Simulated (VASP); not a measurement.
# Rh (P2_1/m) in VASP: single point with PBEsol

Aim: the single point of Rh with PBEsol.

All numbers are computed with VASP 6.6.1; they aren't measurements. Logs are shortened: lines on timing, memory, paths and dates and some standing lists are left out, and cuts for length are marked.

### Step 1. The cell of the first run

It takes space group P2_1/m (No. 11, monoclinic). The conventional cell has a = 2.731 Å, b = 4.428 Å, c = 2.731 Å, α = 90.00°, β = 120.00°, γ = 90.00°. Within 3.5 Å of Rh (site symmetry m) lie 12 Rh at 2.66 to 2.76 Å.

### Step 2. Single point, PBEsol (atom 1 (Rh) moved by (+0.100, +0.000) A along [1 1 0] and z)

Input file INCAR:

```
SYSTEM = Rh
PREC = Accurate ; ENCUT = 520
EDIFF = 1E-6 ; ISMEAR = 0
SIGMA = 0.15 ; LREAL = .FALSE.
LASPH = .TRUE. ; NELM = 100
ALGO = Fast ; ISIF = 2
LWAVE = .FALSE. ; LCHARG = .TRUE.
GGA = PS ; LELF = .TRUE.
LVHAR = .TRUE. ; NBANDS = 22
```

Input file KPOINTS:

```
Automatic mesh
0
G
  18 18 12
  0 0 0
```

Input file POSCAR:

```
Rh
1.0
    2.7309790422      0.0000000000      0.0000000000
   -1.3654895211      2.3650972278      0.0000000000
    0.0000000000      0.0000000000      4.4284890000
Rh
2
Direct
    0.7075075173      0.3632309110      0.7500000000
    0.3333333333      0.6666666667      0.2500000000
```

Potentials or basis: VASP PAW PBE potentials, release 64 (Rh_pv).

Run with:

```
cat potpaw_PBE.64/Rh_pv/POTCAR > POTCAR
mpirun -np 1 vasp_std > vasp.out
```

OUTCAR:

```text
SYSTEM = Rh
   PREC = Accurate
   ENCUT = 520
   EDIFF = 1E-6
   ISMEAR = 0
   LREAL = .FALSE.
   LASPH = .TRUE.
   NELM = 100
   ISIF = 2
   GGA = PS

 ion  position               nearest neighbor table
   1  0.708  0.363  0.750-   2 2.66   2 2.66   2 2.74   2 2.74   2 2.76   2 2.76
   2  0.333  0.667  0.250-   1 2.66   1 2.66   1 2.74   1 2.74   1 2.76   1 2.76

  LATTYP: Found a hexagonal cell.
 ALAT       =     2.7309790422
 C/A-ratio  =     1.6215756077

  Lattice vectors:

 A1 = (   2.7309790422,   0.0000000000,   0.0000000000)
 A2 = (  -1.3654895211,   2.3650972278,   0.0000000000)
 A3 = (   0.0000000000,   0.0000000000,   4.4284890000)

Analysis of symmetry for initial positions (statically):
=====================================================================
 Subroutine PRICEL returns:
 Original cell was already a primitive cell.

 Routine SETGRP: Setting up the symmetry group for a
 hexagonal supercell.

 Subroutine GETGRP returns: Found  4 space group operations
 (whereof  1 operations were pure point group operations)
 out of a pool of 24 trial point group operations.

The static configuration has the point symmetry C_1 .
 The point group associated with its full space group is C_2h.

Analysis of symmetry for dynamics (positions and initial velocities):
=====================================================================
 Subroutine PRICEL returns:
 Original cell was already a primitive cell.

 Routine SETGRP: Setting up the symmetry group for a
 hexagonal supercell.

 Subroutine GETGRP returns: Found  4 space group operations
 (whereof  1 operations were pure point group operations)
 out of a pool of 24 trial point group operations.

The dynamic configuration has the point symmetry C_1 .
 The point group associated with its full space group is C_2h.

 Subroutine INISYM returns: Found  4 space group operations
 (whereof  1 operations are pure point group operations),
 and found     1 'primitive' translations

----------------------------------------------------------------------------------------

                                     Primitive cell

  volume of cell :      28.6037

  direct lattice vectors                    reciprocal lattice vectors
     2.730979042  0.000000000  0.000000000     0.366169049  0.211407799  0.000000000
    -1.365489521  2.365097228  0.000000000     0.000000000  0.422815599  0.000000000
     0.000000000  0.000000000  4.428489000     0.000000000  0.000000000  0.225810655

  length of vectors
     2.730979042  2.730979042  4.428489000     0.422815599  0.422815599  0.225810655

  position of ions in fractional coordinates (direct lattice)
     0.707507517  0.363230911  0.750000000
     0.333333333  0.666666667  0.250000000

  ion indices of the primitive-cell ions
   primitive index   ion index
                 1           1
                 2           2

----------------------------------------------------------------------------------------

 KPOINTS: Automatic mesh

Automatic generation of k-mesh.
 Grid dimensions read from file:
 generate k-points for:   18   18   12

 Generating k-lattice:

  Cartesian coordinates                     Fractional coordinates (reciprocal lattice)
     0.020342725  0.011744878  0.000000000     0.055555556  0.000000000  0.000000000
     0.000000000  0.023489755  0.000000000     0.000000000  0.055555556  0.000000000
     0.000000000  0.000000000  0.018817555     0.000000000  0.000000000  0.083333333

  Length of vectors
     0.023489755  0.023489755  0.018817555

  Shift w.r.t. Gamma in fractional coordinates (k-lattice)
     0.000000000  0.000000000  0.000000000

 Subroutine IBZKPT returns following result:
 ===========================================

 Found   1148 irreducible k-points:

 Following reciprocal coordinates:
            Coordinates               Weight
  0.000000  0.000000  0.000000      1.000000
  0.055556  0.000000  0.000000      2.000000
  0.000000  0.055556  0.000000      2.000000
 -0.055556  0.055556  0.000000      2.000000
  0.111111  0.000000  0.000000      2.000000
  0.000000  0.111111  0.000000      2.000000
[... 16 lines left out ...]
  0.444444 -0.000000  0.000000      2.000000
  0.000000  0.444444  0.000000      2.000000
 [... further k-points ...]
   k-points           NKPTS =   1148   k-points in BZ     NKDIM =   1148   number of bands    NBANDS=     22
   number of dos      NEDOS =    301   number of ions     NIONS =      2
   total plane-waves  NPLWV =  14400
   dimension x,y,z NGX =    20 NGY =   20 NGZ =   36
   dimension x,y,z NGXF=    40 NGYF=   40 NGZF=   72
   ions per type =               2
   NGX,Y,Z   is equivalent  to a cutoff of  12.17, 12.17, 13.51 a.u.
   NGXF,Y,Z  is equivalent  to a cutoff of  24.35, 24.35, 27.03 a.u.
 SYSTEM =  Rh
   PREC   = accura    normal or accurate (medium, high low for compatibility)
   ISTART =      0    job   : 0-new  1-cont  2-samecut
   ICHARG =      2    charge: 1-file 2-atom 10-const
   ISPIN  =      1    spin polarized calculation?
   LNONCOLLINEAR =      F non collinear calculations
   LSORBIT =      F    spin-orbit coupling
   LASPH  =      T    aspherical Exc in radial PAW
   ENCUT  =  520.0 eV  38.22 Ry    6.18 a.u.   5.08  5.08  8.23*2*pi/ulx,y,z
   NELM   =    100;   NELMIN=  2; NELMDL= -5     # of ELM steps
   EDIFF  = 0.1E-05   stopping-criterion for ELM
   LREAL  =      F    real-space projection
   EDIFFG = 0.1E-04   stopping-criterion for IOM
   NSW    =      0    number of steps for IOM
   IBRION =     -1    ionic relax: 0-MD 1-quasi-New 2-CG
   NFREE  =      0    steps in history (QN), initial steepest desc. (CG)
   ISIF   =      2    stress and relaxation
   ISYM   =      2    0-nonsym 1-usesym 2-fastsym
   POTIM  = 0.5000    time-step for ionic-motion
   TEBEG  =    0.0;   TEEND  =   0.0 temperature during run
   PSTRESS=    0.0 pullay stress
   NELECT =      30.0000    total number of electrons
   NUPDOWN=      -1.0000    fix difference up-down
   EMIN   =  10.00;   EMAX   =-10.00  energy-range for DOS
   EFERMI =   0.00;   METHOD = LEGACY
   ISMEAR =     0;   SIGMA  =   0.15  broadening in eV -4-tet -1-fermi 0-gaus
   EFERMI_NEDOS =   21; number of points for ismear=-14 and -15
   IALGO  =     68    algorithm
   IMIX   =      4    mixing-type and parameters
     AMIX     =   0.40;   BMIX     =  1.00
     AMIX_MAG =   1.60;   BMIX_MAG =  1.00
  volume/ion in A,a.u.               =      14.30        96.51
  Fermi-wavevector in a.u.,A,eV,Ry     =   1.663314  3.143208 37.642066  2.766614
  Thomas-Fermi vector in A             =   2.750053
   LORBIT       =      0    0 simple, 1 ext, 2 COOP (PROOUT), +10 PAW based schemes
   GGA     = PS    functional components
   LHFCALC =     F    Hartree Fock is set to
   AEXX    =    0.0000 exact exchange contribution
   IVDW    =     0    specifies the selected vdW correction
   LEPSILON=     F    determine dielectric tensor
   LRPA    =     F    only Hartree local field effects (RPA)
 non-spin polarized calculation
 RMM-DIIS sequential band-by-band and
 Gauss-broadening in eV      SIGMA  =   0.15
  energy-cutoff  :      520.00
  volume of cell :       28.60
 maximum number of plane-waves:       785
   NGX = 11   NGY = 11   NGZ = 17

 number of electron      30.0000008 magnetization

 Free energy of the ion-electron system (eV)
  ---------------------------------------------------
  ext. energy  EPLUGINS =         0.00000000
  ---------------------------------------------------
  free energy    TOTEN  =       -16.12732137 eV

  energy without entropy =      -16.08739858  energy(sigma->0) =      -16.10735998

 E-fermi :  11.1292     XC(G=0): -13.9632

 val. band max:       11.1285037346   @ k =   0.0000   0.0000   0.3333
 cond. band min:      11.1292917167   @ k =  -0.1111   0.3889   0.4167
 fundamental gap:      0.0007879821
 Fermi energy:        11.1291659066

 k-point     1 :       0.0000    0.0000    0.0000
  band No.  band energies     occupation
      1     -35.8747      2.00000
      2     -35.3138      2.00000
      3     -35.2675      2.00000
      4     -35.2138      2.00000
      5     -35.1996      2.00000
      6     -35.1976      2.00000
[... 14 lines left out ...]
     21      29.1099      0.00000
     22      29.6411      0.00000

 k-point     2 :       0.0556    0.0000    0.0000
  band No.  band energies     occupation
      1     -35.8680      2.00000
      2     -35.3277      2.00000
      3     -35.2730      2.00000
      4     -35.2168      2.00000
      5     -35.2135      2.00000
      6     -35.2008      2.00000
[... 14 lines left out ...]
     21      29.2454      0.00000
     22      29.7691      0.00000

 k-point     3 :       0.0000    0.0556    0.0000
  band No.  band energies     occupation
      1     -35.8688      2.00000
      2     -35.3196      2.00000
      3     -35.2809      2.00000
      4     -35.2159      2.00000
      5     -35.2129      2.00000
      6     -35.2016      2.00000
[... 14 lines left out ...]
     21      29.2207      0.00000
     22      29.6755      0.00000

 k-point     4 :      -0.0556    0.0556    0.0000
  band No.  band energies     occupation
      1     -35.8686      2.00000
      2     -35.3225      2.00000
      3     -35.2781      2.00000
      4     -35.2162      2.00000
      5     -35.2144      2.00000
      6     -35.2000      2.00000
[... 14 lines left out ...]
     21      29.2288      0.00000
     22      29.7052      0.00000

 k-point     5 :       0.1111    0.0000    0.0000
  band No.  band energies     occupation
      1     -35.8481      2.00000
      2     -35.3681      2.00000
      3     -35.2881      2.00000
      4     -35.2573      2.00000
      5     -35.2261      2.00000
      6     -35.2065      2.00000
[... 417 lines left out ...]
 k-point    22 :      -0.3889    0.3889    0.0000
  band No.  band energies     occupation
      1     -35.7145      2.00000
      2     -35.6529      2.00000
      3     -35.6170      2.00000
      4     -35.4205      2.00000
      5     -35.3260      2.00000
      6     -35.2752      2.00000
[... 14 lines left out ...]
     21      24.9221      0.00000
     22      26.1570      0.00000

 k-point    23 :       0.4444   -0.0000    0.0000
  band No.  band energies     occupation
      1     -35.7655      2.00000
      2     -35.6719      2.00000
      3     -35.5591      2.00000
      4     -35.4173      2.00000
      5     -35.4099      2.00000
      6     -35.2749      2.00000
[... 14 lines left out ...]
     21      24.1859      0.00000
     22      25.0408      0.00000

 k-point    24 :       0.0000    0.4444    0.0000
  band No.  band energies     occupation
      1     -35.7511      2.00000
      2     -35.6460      2.00000
      3     -35.6403      2.00000
      4     -35.4433      2.00000
      5     -35.3273      2.00000
      6     -35.2872      2.00000
[... 14 lines left out ...]
     21      24.2384      0.00000
     22      25.6926      0.00000

 [... further k-points ...]

------------------------ aborting loop because EDIFF is reached ----------------------------------------

  FORCE on cell =-STRESS in cart. coord.  units (eV):
  Direction    XX          YY          ZZ          XY          YZ          ZX
  --------------------------------------------------------------------------------------
  -------------------------------------------------------------------------------------
  Total       -2.1874876     -2.4178359     -2.5110424      0.1328884      0.0000000      0.0000000
  in kB     -122.5274106   -135.4298701   -140.6506357      7.4434571      0.0000000      0.0000000
  external PRESSURE =    -132.8693054 kB  Pullay stress =       0.0000000 kB

 VOLUME and BASIS-vectors are now :
 -----------------------------------------------------------------------------
  energy-cutoff  :      520.00
  volume of cell :       28.60
      direct lattice vectors                 reciprocal lattice vectors
     2.730979042  0.000000000  0.000000000     0.366169049  0.211407799  0.000000000
    -1.365489521  2.365097228  0.000000000     0.000000000  0.422815599  0.000000000
     0.000000000  0.000000000  4.428489000     0.000000000  0.000000000  0.225810655

 POSITION                                       TOTAL-FORCE (eV/Angst)
 -----------------------------------------------------------------------------------
      1.43620      0.85908      3.32137        -0.278220     -0.258772      0.000000
     -0.00000      1.57673      1.10712         0.278220      0.258772      0.000000
 -----------------------------------------------------------------------------------
    total drift:                               -0.000000     -0.000003     -0.000000

  FREE ENERGIE OF THE ION-ELECTRON SYSTEM (eV)
  ---------------------------------------------------
  free  energy   TOTEN  =       -16.1273213749 eV

  energy  without entropy=      -16.0873985784  energy(sigma->0) =      -16.10735998
```

Run time: 5 min. Hardware: 1 thread of Intel Xeon Platinum 8488C (Sapphire Rapids), shared host; peak memory 0.6 GiB.

What came out:

* Free energy: -16.1273 eV
* Pressure: -13.3 GPa
* Largest force: 0.380 eV/Å
* Band gap on the k mesh: zero (band 15 reaches 11.73 eV, above the bottom of band 16 at 9.33 eV)

Forces in eV/Å, atoms in the order of the input:
```
Rh  -0.278 -0.259  0.000
Rh   0.278  0.259  0.000
```

Caveat: the cell differs from its parent crystal (atom 1 (Rh) moved by (+0.100, +0.000) A along [1 1 0] and z); the PAW data sets were made with another functional, which shifts forces and pressure a little.
